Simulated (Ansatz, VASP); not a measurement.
# Cs in VASP and in Ansatz

```
Cs
1.0
     4.92259    0.00000    0.00000
     0.00000    4.92259    0.00000
     0.00000    0.00000    4.92259
Cs
1
Direct
  0.00000 0.00000 0.00000
```

Change from the starting cell: volume scaled by 1, PAW files.

Alike in both runs: task single point; functional PBEsol; k mesh 8 × 8 × 8; occupations fermi-dirac, width 0.08 eV; no spin polarisation.

|  | VASP | Ansatz |
| --- | --- | --- |
| version | VASP 6.6.1 | Ansatz 0.2.0 |
| potentials or method | VASP PAW PBE potentials, release 64 (Cs_sv) | PAW with Ansatz's default frozen-core files, scalar-relativistic |
| plane-wave cutoff (eV) | 520 | 420 |
| valence electrons in the cell | 9 | 9 |

|  | VASP | Ansatz | Ansatz less VASP |
| --- | --- | --- | --- |
| pressure (GPa) | 0.0 | 0.0 | +0.01 |

VASP's potentials were made for PBE, not for PBEsol. The functional is the same, so the differences come from potentials, cutoffs and numerics.

Spin-orbit coupling is off throughout.
